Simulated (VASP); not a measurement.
# Sr (P6_3/mmc) in VASP: a series of runs

The runs below take Sr through single point, with r2SCAN.

All numbers are computed with VASP 6.6.1; they aren't measurements. Logs are shortened: lines on timing, memory, paths and dates and some standing lists are left out, and cuts for length are marked.

## Step 1: The cell of the first run

Symmetry: P6_3/mmc, No. 194, hexagonal system. The conventional cell has a = 3.894 Å, b = 3.894 Å, c = 6.510 Å, α = 90.00°, β = 90.00°, γ = 120.00°. Within 5.1 Å of Sr (site symmetry -6m2) lie 12 Sr at 3.89 to 3.96 Å.

## Step 2: Single point, r2SCAN

Contents of POSCAR:

```
Sr
1.0
    3.8943768492      0.0000000000      0.0000000000
   -1.9471884246      3.3726292833      0.0000000000
    0.0000000000      0.0000000000      6.5096240608
Sr
2
Direct
    0.3333333333      0.6666666667      0.2500000000
    0.6666666667      0.3333333333      0.7500000000
```

Contents of INCAR.step1:

```
SYSTEM = Sr
PREC     = Accurate       ! precision mode
ENCUT    = 520            ! plane-wave cutoff, eV
ISMEAR   = 0              ! smearing method
SIGMA    = 0.1            ! smearing width, eV
LREAL    = .False.        ! projectors in reciprocal space
LASPH    = .True.         ! aspherical terms in the spheres
NELM     = 80             ! most SCF steps
NBANDS   = 17             ! bands
GGA      = PE             ! functional
ALGO     = Normal         ! electronic algorithm
EDIFF    = 1E-4           ! SCF threshold, eV
LWAVE    = .True.         ! write WAVECAR
LCHARG   = .False.        ! write CHGCAR
```

Contents of INCAR.step2:

```
SYSTEM = Sr
PREC     = Accurate       ! precision mode
ENCUT    = 520            ! plane-wave cutoff, eV
EDIFF    = 1E-6           ! SCF threshold, eV
ISMEAR   = 0              ! smearing method
SIGMA    = 0.1            ! smearing width, eV
LREAL    = .False.        ! projectors in reciprocal space
LASPH    = .True.         ! aspherical terms in the spheres
NELM     = 80             ! most SCF steps
ALGO     = Normal         ! electronic algorithm
ISIF     = 2              ! what is computed and relaxed
LWAVE    = .False.        ! write WAVECAR
LCHARG   = .True.         ! write CHGCAR
METAGGA  = R2SCAN         ! meta-GGA
LMIXTAU  = .True.       
LELF     = .True.         ! ELF
LVHAR    = .True.       
NBANDS   = 17             ! bands
ISTART   = 1
```

Contents of KPOINTS:

```
regular mesh
0
Gamma
  12 12 6
  0 0 0
```

Potentials or basis: VASP PAW PBE potentials, release 64 (Sr_sv).

Run with:

```
> cat potpaw_PBE.64/Sr_sv/POTCAR > POTCAR
> cp INCAR.step1 INCAR
> mpirun -np 1 vasp_std > vasp.out
> cp INCAR.step2 INCAR
> mpirun -np 1 vasp_std > vasp.out
```

OUTCAR:

```text
SYSTEM = Sr
   PREC = Accurate
   ENCUT = 520
   EDIFF = 1E-6
   ISMEAR = 0
   LREAL = .False.
   LASPH = .True.
   NELM = 80
   ISIF = 2
   METAGGA = R2SCAN
   ISTART = 1

 ion  position               nearest neighbor table
   1  0.333  0.667  0.250-   2 3.96   2 3.96   2 3.96   2 3.96   2 3.96   2 3.96
   2  0.667  0.333  0.750-   1 3.96   1 3.96   1 3.96   1 3.96   1 3.96   1 3.96

  LATTYP: Found a hexagonal cell.
 ALAT       =     3.8943768492
 C/A-ratio  =     1.6715444634

  Lattice vectors:

 A1 = (   3.8943768492,   0.0000000000,   0.0000000000)
 A2 = (  -1.9471884246,   3.3726292833,   0.0000000000)
 A3 = (   0.0000000000,   0.0000000000,   6.5096240608)

Analysis of symmetry for initial positions (statically):
=====================================================================
 Subroutine PRICEL returns:
 Original cell was already a primitive cell.

 Routine SETGRP: Setting up the symmetry group for a
 hexagonal supercell.

 Subroutine GETGRP returns: Found 24 space group operations
 (whereof 12 operations were pure point group operations)
 out of a pool of 24 trial point group operations.

The static configuration has the point symmetry D_3d.
 The point group associated with its full space group is D_6h.

Analysis of symmetry for dynamics (positions and initial velocities):
=====================================================================
 Subroutine PRICEL returns:
 Original cell was already a primitive cell.

 Routine SETGRP: Setting up the symmetry group for a
 hexagonal supercell.

 Subroutine GETGRP returns: Found 24 space group operations
 (whereof 12 operations were pure point group operations)
 out of a pool of 24 trial point group operations.

The dynamic configuration has the point symmetry D_3d.
 The point group associated with its full space group is D_6h.

 Subroutine INISYM returns: Found 24 space group operations
 (whereof 12 operations are pure point group operations),
 and found     1 'primitive' translations

----------------------------------------------------------------------------------------

                                     Primitive cell

  volume of cell :      85.4993

  direct lattice vectors                    reciprocal lattice vectors
     3.894376849  0.000000000  0.000000000     0.256780491  0.148252286  0.000000000
    -1.947188425  3.372629283  0.000000000     0.000000000  0.296504571  0.000000000
     0.000000000  0.000000000  6.509624061     0.000000000  0.000000000  0.153618702

  length of vectors
     3.894376849  3.894376849  6.509624061     0.296504571  0.296504571  0.153618702

  position of ions in fractional coordinates (direct lattice)
     0.333333333  0.666666667  0.250000000
     0.666666667  0.333333333  0.750000000

  ion indices of the primitive-cell ions
   primitive index   ion index
                 1           1
                 2           2

----------------------------------------------------------------------------------------

 KPOINTS: regular mesh

Automatic generation of k-mesh.
 Grid dimensions read from file:
 generate k-points for:   12   12    6

 Generating k-lattice:

  Cartesian coordinates                     Fractional coordinates (reciprocal lattice)
     0.021398374  0.012354357  0.000000000     0.083333333  0.000000000  0.000000000
     0.000000000  0.024708714  0.000000000     0.000000000  0.083333333  0.000000000
     0.000000000  0.000000000  0.025603117     0.000000000  0.000000000  0.166666667

  Length of vectors
     0.024708714  0.024708714  0.025603117

  Shift w.r.t. Gamma in fractional coordinates (k-lattice)
     0.000000000  0.000000000  0.000000000

 Subroutine IBZKPT returns following result:
 ===========================================

 Found     76 irreducible k-points:

 Following reciprocal coordinates:
            Coordinates               Weight
  0.000000  0.000000  0.000000      1.000000
  0.083333  0.000000  0.000000      6.000000
  0.166667 -0.000000  0.000000      6.000000
  0.250000 -0.000000  0.000000      6.000000
  0.333333 -0.000000  0.000000      6.000000
  0.416667  0.000000  0.000000      6.000000
[... 16 lines left out ...]
  0.250000 -0.000000  0.166667     12.000000
  0.333333 -0.000000  0.166667     12.000000
 [... further k-points ...]
   k-points           NKPTS =     76   k-points in BZ     NKDIM =     76   number of bands    NBANDS=     17
   number of dos      NEDOS =    301   number of ions     NIONS =      2
   total plane-waves  NPLWV =  43200
   dimension x,y,z NGX =    30 NGY =   30 NGZ =   48
   dimension x,y,z NGXF=    60 NGYF=   60 NGZF=   96
   ions per type =               2
   NGX,Y,Z   is equivalent  to a cutoff of  12.81, 12.81, 12.26 a.u.
   NGXF,Y,Z  is equivalent  to a cutoff of  25.61, 25.61, 24.52 a.u.
 SYSTEM =  Sr
   PREC   = accura    normal or accurate (medium, high low for compatibility)
   ISTART =      1    job   : 0-new  1-cont  2-samecut
   ICHARG =      0    charge: 1-file 2-atom 10-const
   ISPIN  =      1    spin polarized calculation?
   LNONCOLLINEAR =      F non collinear calculations
   LSORBIT =      F    spin-orbit coupling
   LASPH  =      T    aspherical Exc in radial PAW
   ENCUT  =  520.0 eV  38.22 Ry    6.18 a.u.   7.24  7.24 12.10*2*pi/ulx,y,z
   NELM   =     80;   NELMIN=  2; NELMDL=  0     # of ELM steps
   EDIFF  = 0.1E-05   stopping-criterion for ELM
   LREAL  =      F    real-space projection
   EDIFFG = 0.1E-04   stopping-criterion for IOM
   NSW    =      0    number of steps for IOM
   IBRION =     -1    ionic relax: 0-MD 1-quasi-New 2-CG
   NFREE  =      0    steps in history (QN), initial steepest desc. (CG)
   ISIF   =      2    stress and relaxation
   ISYM   =      2    0-nonsym 1-usesym 2-fastsym
   POTIM  = 0.5000    time-step for ionic-motion
   TEBEG  =    0.0;   TEEND  =   0.0 temperature during run
   PSTRESS=    0.0 pullay stress
   NELECT =      20.0000    total number of electrons
   NUPDOWN=      -1.0000    fix difference up-down
   EMIN   =  10.00;   EMAX   =-10.00  energy-range for DOS
   EFERMI =   0.00;   METHOD = LEGACY
   ISMEAR =     0;   SIGMA  =   0.10  broadening in eV -4-tet -1-fermi 0-gaus
   EFERMI_NEDOS =   21; number of points for ismear=-14 and -15
   IALGO  =     38    algorithm
   IMIX   =      4    mixing-type and parameters
     AMIX     =   0.40;   BMIX     =  1.00
     AMIX_MAG =   1.60;   BMIX_MAG =  1.00
  volume/ion in A,a.u.               =      42.75       288.49
  Fermi-wavevector in a.u.,A,eV,Ry     =   1.008705  1.906175 13.843723  1.017485
  Thomas-Fermi vector in A             =   2.141588
   LORBIT       =      0    0 simple, 1 ext, 2 COOP (PROOUT), +10 PAW based schemes
   METAGGA = R2SCAN    functional components
   LHFCALC =     F    Hartree Fock is set to
   AEXX    =    0.0000 exact exchange contribution
   IVDW    =     0    specifies the selected vdW correction
   LEPSILON=     F    determine dielectric tensor
   LRPA    =     F    only Hartree local field effects (RPA)
 non-spin polarized calculation
 Gauss-broadening in eV      SIGMA  =   0.10
  energy-cutoff  :      520.00
  volume of cell :       85.50
 maximum number of plane-waves:      2319
 NGX is ok and might be reduce to    30
   NGX = 15   NGY = 15   NGZ = 25

 number of electron      20.0000000 magnetization

 Free energy of the ion-electron system (eV)
  ---------------------------------------------------
  ext. energy  EPLUGINS =         0.00000000
  ---------------------------------------------------
  free energy    TOTEN  =       -29.80708009 eV

  energy without entropy =      -29.79415461  energy(sigma->0) =      -29.80061735

 E-fermi :   2.5691     XC(G=0):  -8.6425

 val. band max:        2.5680823920   @ k =   0.1667   0.1667   0.0000
 cond. band min:       2.5711913276   @ k =   0.3333   0.3333   0.0000
 fundamental gap:      0.0031089355
 Fermi energy:         2.5690975934

 k-point     1 :       0.0000    0.0000    0.0000
  band No.  band energies     occupation
      1     -34.9808      2.00000
      2     -34.9376      2.00000
      3     -16.6043      2.00000
      4     -16.2203      2.00000
      5     -16.2203      2.00000
      6     -16.1670      2.00000
[... 9 lines left out ...]
     16       6.0342      0.00000
     17       6.8359      0.00000

 k-point     2 :       0.0833    0.0000    0.0000
  band No.  band energies     occupation
      1     -34.9779      2.00000
      2     -34.9359      2.00000
      3     -16.5933      2.00000
      4     -16.2469      2.00000
      5     -16.2282      2.00000
      6     -16.1946      2.00000
[... 9 lines left out ...]
     16       6.1654      0.00000
     17       6.5273      0.00000

 k-point     3 :       0.1667   -0.0000    0.0000
  band No.  band energies     occupation
      1     -34.9697      2.00000
      2     -34.9316      2.00000
      3     -16.5620      2.00000
      4     -16.3200      2.00000
      5     -16.2681      2.00000
      6     -16.2492      2.00000
[... 9 lines left out ...]
     16       5.9977      0.00000
     17       6.3031      0.00000

 k-point     4 :       0.2500   -0.0000    0.0000
  band No.  band energies     occupation
      1     -34.9581      2.00000
      2     -34.9260      2.00000
      3     -16.5153      2.00000
      4     -16.4200      2.00000
      5     -16.3641      2.00000
      6     -16.2769      2.00000
[... 9 lines left out ...]
     16       6.4663      0.00000
     17       6.6121      0.00000
[... 343 lines left out ...]
      1     -34.9671      2.00000
      2     -34.9341      2.00000
      3     -16.5406      2.00000
      4     -16.3131      2.00000
      5     -16.2818      2.00000
      6     -16.2448      2.00000
[... 9 lines left out ...]
     16       6.2716      0.00000
     17       6.5679      0.00000

 k-point    23 :       0.2500   -0.0000    0.1667
  band No.  band energies     occupation
      1     -34.9560      2.00000
      2     -34.9281      2.00000
      3     -16.5126      2.00000
      4     -16.4029      2.00000
      5     -16.3728      2.00000
      6     -16.2717      2.00000
[... 9 lines left out ...]
     16       6.6258      0.00000
     17       6.6697      0.00000

 k-point    24 :       0.3333   -0.0000    0.1667
  band No.  band energies     occupation
      1     -34.9442      2.00000
      2     -34.9227      2.00000
      3     -16.5415      2.00000
      4     -16.4769      2.00000
      5     -16.4118      2.00000
      6     -16.2978      2.00000
[... 9 lines left out ...]
     16       7.1152      0.00000
     17       7.3292      0.00000

 [... further k-points ...]
[... 5 lines left out ...]
  --------------------------------------------------------------------------------------
  -------------------------------------------------------------------------------------
  Total        2.6845011      2.6845011      2.7085437      0.0000000      0.0000000      0.0000000
  in kB       50.3050616     50.3050616     50.7555974      0.0000000      0.0000000      0.0000000
  external PRESSURE =      50.4552402 kB  Pullay stress =       0.0000000 kB

 VOLUME and BASIS-vectors are now :
 -----------------------------------------------------------------------------
  energy-cutoff  :      520.00
  volume of cell :       85.50
      direct lattice vectors                 reciprocal lattice vectors
     3.894376849  0.000000000  0.000000000     0.256780491  0.148252286  0.000000000
    -1.947188425  3.372629283  0.000000000     0.000000000  0.296504571  0.000000000
     0.000000000  0.000000000  6.509624061     0.000000000  0.000000000  0.153618702

 POSITION                                       TOTAL-FORCE (eV/Angst)
 -----------------------------------------------------------------------------------
     -0.00000      2.24842      1.62741         0.000000      0.000000      0.000000
      1.94719      1.12421      4.88222         0.000000     -0.000000     -0.000000
 -----------------------------------------------------------------------------------
    total drift:                               -0.000000      0.000000     -0.000000

  FREE ENERGIE OF THE ION-ELECTRON SYSTEM (eV)
  ---------------------------------------------------
  free  energy   TOTEN  =       -29.8070800913 eV

  energy  without entropy=      -29.7941546132  energy(sigma->0) =      -29.80061735
```

Wall time 3 min (1 thread of Intel Xeon Platinum 8559C (Emerald Rapids), shared host); peak memory 0.26 GiB.

Results:

```
Free energy            : -29.8071 eV
Pressure               : 5.0 GPa
Band gap on the k mesh : zero (band 10 reaches 2.73 eV, above the bottom of band 11 at 2.39 eV)
```

Caveat: the PAW data sets were made with another functional, which shifts forces and pressure a little.

(Part 1 of 2 ends here.)
